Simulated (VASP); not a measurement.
# IrO2 (P4_2/mnm) in VASP: single point with PBE

Aim: the single point of IrO2 with PBE.

Everything below comes from runs of VASP 6.6.1. Logs are shortened: lines on timing, memory, paths and dates and some standing lists are left out, and cuts for length are marked.

### 1 The cell of the first run

It takes space group P4_2/mnm (No. 136, tetragonal). Conventional cell: a = 4.529 Å, b = 4.529 Å, c = 3.180 Å, α = 90.00°, β = 90.00°, γ = 90.00°. Within 2.6 Å of Ir (site symmetry mmm) lie 6 O at 1.98 to 2.01 Å. O (site symmetry m2m) has 3 Ir at 1.98 to 2.01 Å and 1 O at 2.45 Å within 2.6 Å.

### 2 Single point, PBE

Contents of INCAR:

```
PREC = Accurate
ENCUT = 600
EDIFF = 1E-6
ISMEAR = 0
SIGMA = 0.1
LREAL = False
LASPH = True
NELM = 120
ALGO = Normal
ISIF = 2
LWAVE = False
LCHARG = True
GGA = PE
LELF = True
LVHAR = True
NBANDS = 30
GGA_COMPAT = False
```

Contents of KPOINTS:

```
Automatic mesh
0
Gamma
  8 8 12
```

Contents of POSCAR:

```
IrO2
1.0
    4.5288198221      0.0000000000      0.0000000000
    0.0000000000      4.5288198221      0.0000000000
    0.0000000000      0.0000000000      3.1798360807
Ir O
2 4
Direct
    0.0000000000      0.0000000000      0.0000000000
    0.5000000000      0.5000000000      0.5000000000
    0.3084157492      0.3084157492      0.0000000000
    0.1915842508      0.8084157492      0.5000000000
    0.6915842508      0.6915842508      0.0000000000
    0.8084157492      0.1915842508      0.5000000000
```

Potentials or basis: VASP PAW PBE potentials, release 64 (Ir, O).

Launch:

```bash
$ cat potpaw_PBE.64/Ir/POTCAR potpaw_PBE.64/O/POTCAR > POTCAR
$ mpirun -np 1 vasp_std > vasp.out
```

OUTCAR:

```text
PREC = Accurate
   ENCUT = 600
   EDIFF = 1E-6
   ISMEAR = 0
   LREAL = False
   LASPH = True
   NELM = 120
   ISIF = 2
   GGA = PE

 ion  position               nearest neighbor table
   1  0.000  0.000  0.000-   3 1.98   5 1.98   4 2.01   6 2.01   4 2.01   6 2.01
   2  0.500  0.500  0.500-   4 1.98   6 1.98   5 2.01   3 2.01   3 2.01   5 2.01
   3  0.308  0.308  0.000-   1 1.98   2 2.01   2 2.01
   4  0.192  0.808  0.500-   2 1.98   1 2.01   1 2.01
   5  0.692  0.692  0.000-   1 1.98   2 2.01   2 2.01
   6  0.808  0.192  0.500-   2 1.98   1 2.01   1 2.01

  LATTYP: Found a simple tetragonal cell.
 ALAT       =     4.5288198221
 C/A-ratio  =     0.7021334930

  Lattice vectors:

 A1 = (   4.5288198221,   0.0000000000,   0.0000000000)
 A2 = (   0.0000000000,   4.5288198221,   0.0000000000)
 A3 = (   0.0000000000,   0.0000000000,   3.1798360807)

Analysis of symmetry for initial positions (statically):
=====================================================================
 Subroutine PRICEL returns:
 Original cell was already a primitive cell.

 Routine SETGRP: Setting up the symmetry group for a
 simple tetragonal supercell.

 Subroutine GETGRP returns: Found 16 space group operations
 (whereof  8 operations were pure point group operations)
 out of a pool of 16 trial point group operations.

The static configuration has the point symmetry D_2h.
 The point group associated with its full space group is D_4h.

Analysis of symmetry for dynamics (positions and initial velocities):
=====================================================================
 Subroutine PRICEL returns:
 Original cell was already a primitive cell.

 Routine SETGRP: Setting up the symmetry group for a
 simple tetragonal supercell.

 Subroutine GETGRP returns: Found 16 space group operations
 (whereof  8 operations were pure point group operations)
 out of a pool of 16 trial point group operations.

The dynamic configuration has the point symmetry D_2h.
 The point group associated with its full space group is D_4h.

 Subroutine INISYM returns: Found 16 space group operations
 (whereof  8 operations are pure point group operations),
 and found     1 'primitive' translations

----------------------------------------------------------------------------------------

                                     Primitive cell

  volume of cell :      65.2191

  direct lattice vectors                    reciprocal lattice vectors
     4.528819822  0.000000000  0.000000000     0.220808078  0.000000000  0.000000000
     0.000000000  4.528819822  0.000000000     0.000000000  0.220808078  0.000000000
     0.000000000  0.000000000  3.179836081     0.000000000  0.000000000  0.314481619

  length of vectors
     4.528819822  4.528819822  3.179836081     0.220808078  0.220808078  0.314481619

  position of ions in fractional coordinates (direct lattice)
     0.000000000  0.000000000  0.000000000
     0.500000000  0.500000000  0.500000000
     0.308415749  0.308415749  0.000000000
     0.191584251  0.808415749  0.500000000
     0.691584251  0.691584251  0.000000000
     0.808415749  0.191584251  0.500000000

  ion indices of the primitive-cell ions
   primitive index   ion index
                 1           1
                 2           2
                 3           3
                 4           4
                 5           5
                 6           6

----------------------------------------------------------------------------------------

 KPOINTS: Automatic mesh

Automatic generation of k-mesh.
 Grid dimensions read from file:
 generate k-points for:    8    8   12

 Generating k-lattice:

  Cartesian coordinates                     Fractional coordinates (reciprocal lattice)
     0.027601010  0.000000000  0.000000000     0.125000000  0.000000000  0.000000000
     0.000000000  0.027601010  0.000000000     0.000000000  0.125000000  0.000000000
     0.000000000  0.000000000  0.026206802     0.000000000  0.000000000  0.083333333

  Length of vectors
     0.027601010  0.027601010  0.026206802

  Shift w.r.t. Gamma in fractional coordinates (k-lattice)
     0.000000000  0.000000000  0.000000000

 Subroutine IBZKPT returns following result:
 ===========================================

 Found    105 irreducible k-points:

 Following reciprocal coordinates:
            Coordinates               Weight
  0.000000  0.000000  0.000000      1.000000
  0.125000  0.000000  0.000000      4.000000
  0.250000  0.000000  0.000000      4.000000
  0.375000  0.000000  0.000000      4.000000
  0.500000  0.000000  0.000000      2.000000
  0.125000  0.125000  0.000000      4.000000
[... 16 lines left out ...]
  0.375000  0.125000  0.083333     16.000000
  0.500000  0.125000  0.083333      8.000000
 [... further k-points ...]
   k-points           NKPTS =    105   k-points in BZ     NKDIM =    105   number of bands    NBANDS=     30
   number of dos      NEDOS =    301   number of ions     NIONS =      6
   total plane-waves  NPLWV =  36288
   dimension x,y,z NGX =    36 NGY =   36 NGZ =   28
   dimension x,y,z NGXF=    72 NGYF=   72 NGZF=   56
   ions per type =               2   4
   NGX,Y,Z   is equivalent  to a cutoff of  13.22, 13.22, 14.64 a.u.
   NGXF,Y,Z  is equivalent  to a cutoff of  26.43, 26.43, 29.28 a.u.
 SYSTEM =  unknown system
   PREC   = accura    normal or accurate (medium, high low for compatibility)
   ISTART =      0    job   : 0-new  1-cont  2-samecut
   ICHARG =      2    charge: 1-file 2-atom 10-const
   ISPIN  =      1    spin polarized calculation?
   LNONCOLLINEAR =      F non collinear calculations
   LSORBIT =      F    spin-orbit coupling
   LASPH  =      T    aspherical Exc in radial PAW
   ENCUT  =  600.0 eV  44.10 Ry    6.64 a.u.   9.05  9.05  6.35*2*pi/ulx,y,z
   NELM   =    120;   NELMIN=  2; NELMDL= -5     # of ELM steps
   EDIFF  = 0.1E-05   stopping-criterion for ELM
   LREAL  =      F    real-space projection
   EDIFFG = 0.1E-04   stopping-criterion for IOM
   NSW    =      0    number of steps for IOM
   IBRION =     -1    ionic relax: 0-MD 1-quasi-New 2-CG
   NFREE  =      0    steps in history (QN), initial steepest desc. (CG)
   ISIF   =      2    stress and relaxation
   ISYM   =      2    0-nonsym 1-usesym 2-fastsym
   POTIM  = 0.5000    time-step for ionic-motion
   TEBEG  =    0.0;   TEEND  =   0.0 temperature during run
   PSTRESS=    0.0 pullay stress
   NELECT =      42.0000    total number of electrons
   NUPDOWN=      -1.0000    fix difference up-down
   EMIN   =  10.00;   EMAX   =-10.00  energy-range for DOS
   EFERMI =   0.00;   METHOD = LEGACY
   ISMEAR =     0;   SIGMA  =   0.10  broadening in eV -4-tet -1-fermi 0-gaus
   EFERMI_NEDOS =   21; number of points for ismear=-14 and -15
   IALGO  =     38    algorithm
   IMIX   =      4    mixing-type and parameters
     AMIX     =   0.40;   BMIX     =  1.00
     AMIX_MAG =   1.60;   BMIX_MAG =  1.00
  volume/ion in A,a.u.               =      10.87        73.35
  Fermi-wavevector in a.u.,A,eV,Ry     =   1.413730  2.671561 27.193027  1.998631
  Thomas-Fermi vector in A             =   2.535345
   LORBIT       =      0    0 simple, 1 ext, 2 COOP (PROOUT), +10 PAW based schemes
   GGA     = PE    functional components
   LHFCALC =     F    Hartree Fock is set to
   AEXX    =    0.0000 exact exchange contribution
   IVDW    =     0    specifies the selected vdW correction
   LEPSILON=     F    determine dielectric tensor
   LRPA    =     F    only Hartree local field effects (RPA)
 non-spin polarized calculation
 Gauss-broadening in eV      SIGMA  =   0.10
  energy-cutoff  :      600.00
  volume of cell :       65.22
 maximum number of plane-waves:      2216
   NGX = 19   NGY = 19   NGZ = 13

 number of electron      42.0000000 magnetization

 Free energy of the ion-electron system (eV)
  ---------------------------------------------------
  ext. energy  EPLUGINS =         0.00000000
  ---------------------------------------------------
  free energy    TOTEN  =       -42.27979104 eV

  energy without entropy =      -42.26674001  energy(sigma->0) =      -42.27326553

 E-fermi :   5.9230     XC(G=0): -11.9001

 val. band max:        5.9214826560   @ k =   0.3750   0.3750   0.1667
 cond. band min:       5.9254834431   @ k =   0.2500   0.0000   0.3333
 fundamental gap:      0.0040007871
 Fermi energy:         5.9229655710

 k-point     1 :       0.0000    0.0000    0.0000
  band No.  band energies     occupation
      1     -15.1128      2.00000
      2     -13.9406      2.00000
      3     -12.9226      2.00000
      4     -12.9226      2.00000
      5      -3.7166      2.00000
      6      -3.4689      2.00000
[... 22 lines left out ...]
     29      14.4453      0.00000
     30      17.5790      0.00000

 k-point     2 :       0.1250    0.0000    0.0000
  band No.  band energies     occupation
      1     -15.0539      2.00000
      2     -13.9338      2.00000
      3     -12.9998      2.00000
      4     -12.9572      2.00000
      5      -3.5620      2.00000
      6      -3.3521      2.00000
[... 22 lines left out ...]
     29      14.5141      0.00000
     30      17.4677      0.00000

 k-point     3 :       0.2500    0.0000    0.0000
  band No.  band energies     occupation
      1     -14.8833      2.00000
      2     -13.9389      2.00000
      3     -13.1798      2.00000
      4     -13.0504      2.00000
      5      -3.1432      2.00000
      6      -3.0242      2.00000
[... 22 lines left out ...]
     29      14.7544      0.00000
     30      17.1308      0.00000

 k-point     4 :       0.3750    0.0000    0.0000
  band No.  band energies     occupation
      1     -14.6222      2.00000
      2     -14.0500      2.00000
      3     -13.3102      2.00000
      4     -13.1742      2.00000
      5      -2.6045      2.00000
      6      -2.5746      2.00000
[... 616 lines left out ...]
     29      15.0042      0.00000
     30      17.0240      0.00000

 k-point    23 :       0.3750    0.1250    0.0833
  band No.  band energies     occupation
      1     -14.5582      2.00000
      2     -14.0364      2.00000
      3     -13.3479      2.00000
      4     -13.1540      2.00000
      5      -3.0182      2.00000
      6      -2.1867      2.00000
[... 22 lines left out ...]
     29      15.3978      0.00000
     30      16.5549      0.00000

 k-point    24 :       0.5000    0.1250    0.0833
  band No.  band energies     occupation
      1     -14.2852      2.00000
      2     -14.2852      2.00000
      3     -13.2781      2.00000
      4     -13.2781      2.00000
      5      -2.5250      2.00000
      6      -2.5250      2.00000
[... 22 lines left out ...]
     29      15.9640      0.00000
     30      15.9640      0.00000

 [... further k-points ...]

------------------------ aborting loop because EDIFF is reached ----------------------------------------

  FORCE on cell =-STRESS in cart. coord.  units (eV):
  Direction    XX          YY          ZZ          XY          YZ          ZX
  --------------------------------------------------------------------------------------
  -------------------------------------------------------------------------------------
  Total        0.7360256      0.7360256      1.0636882     -0.0000000      0.0000000      0.0000000
  in kB       18.0812607     18.0812607     26.1306439     -0.0000000      0.0000000      0.0000000
  external PRESSURE =      20.7643884 kB  Pullay stress =       0.0000000 kB

 VOLUME and BASIS-vectors are now :
 -----------------------------------------------------------------------------
  energy-cutoff  :      600.00
  volume of cell :       65.22
      direct lattice vectors                 reciprocal lattice vectors
     4.528819822  0.000000000  0.000000000     0.220808078  0.000000000  0.000000000
     0.000000000  4.528819822  0.000000000     0.000000000  0.220808078  0.000000000
     0.000000000  0.000000000  3.179836081     0.000000000  0.000000000  0.314481619

 POSITION                                       TOTAL-FORCE (eV/Angst)
 -----------------------------------------------------------------------------------
      0.00000      0.00000      0.00000         0.000000      0.000000      0.000000
      2.26441      2.26441      1.58992         0.000000      0.000000      0.000000
      1.39676      1.39676      0.00000        -0.003232     -0.003232      0.000000
      0.86765      3.66117      1.58992         0.003232     -0.003232      0.000000
      3.13206      3.13206      0.00000         0.003232      0.003232      0.000000
      3.66117      0.86765      1.58992        -0.003232      0.003232      0.000000
 -----------------------------------------------------------------------------------
    total drift:                               -0.000000      0.000000     -0.000000

  FREE ENERGIE OF THE ION-ELECTRON SYSTEM (eV)
  ---------------------------------------------------
  free  energy   TOTEN  =       -42.2797910409 eV

  energy  without entropy=      -42.2667400110  energy(sigma->0) =      -42.27326553
```

Wall time 4.9 min (1 thread of Intel Xeon 8259CL, shared host); peak memory 0.33 GiB.

Results:

| Item | Value |
| --- | --- |
| Free energy | -42.2798 eV |
| Pressure | 2.1 GPa |
| Largest force | 0.005 eV/Å |
| Band gap on the k mesh | zero (bands 21 and 22 overlap by 1.30 eV) |

Forces in eV/Å, atoms in the order of the input:
```
Ir   0.000  0.000  0.000
Ir   0.000  0.000  0.000
O   -0.003 -0.003  0.000
O    0.003 -0.003  0.000
O    0.003  0.003  0.000
O   -0.003  0.003  0.000
```

Levels at points of the mesh, in eV from the Fermi level:
```tsv
k point	band 17	band 18	band 19	band 20	band 21	band 22	band 23	band 24	band 25	band 26
(0.00, 0.00, 0.00)	-2.38	-2.38	-2.32	-2.22	-2.16	0.67	1.20	4.06	4.06	4.12
(0.50, 0.00, 0.00)	-1.62	-1.62	-1.28	-1.28	-0.29	-0.29	3.50	3.50	3.50	3.50
(0.50, 0.50, 0.00)	-2.45	-2.45	-2.34	-2.34	0.20	0.20	2.39	2.39	4.05	4.05
(0.00, 0.00, 0.50)	-1.86	-1.86	-0.68	-0.68	0.25	0.25	2.21	2.21	2.67	2.67
(0.50, 0.00, 0.50)	-2.70	-2.70	-1.75	-1.75	0.51	0.51	1.05	1.05	4.45	4.45
(0.50, 0.50, 0.50)	-1.78	-1.78	-1.19	-1.19	-0.47	-0.47	2.16	2.16	3.13	3.13
```

Caveat: spin-orbit coupling is left out, which moves the levels of the heavy elements.
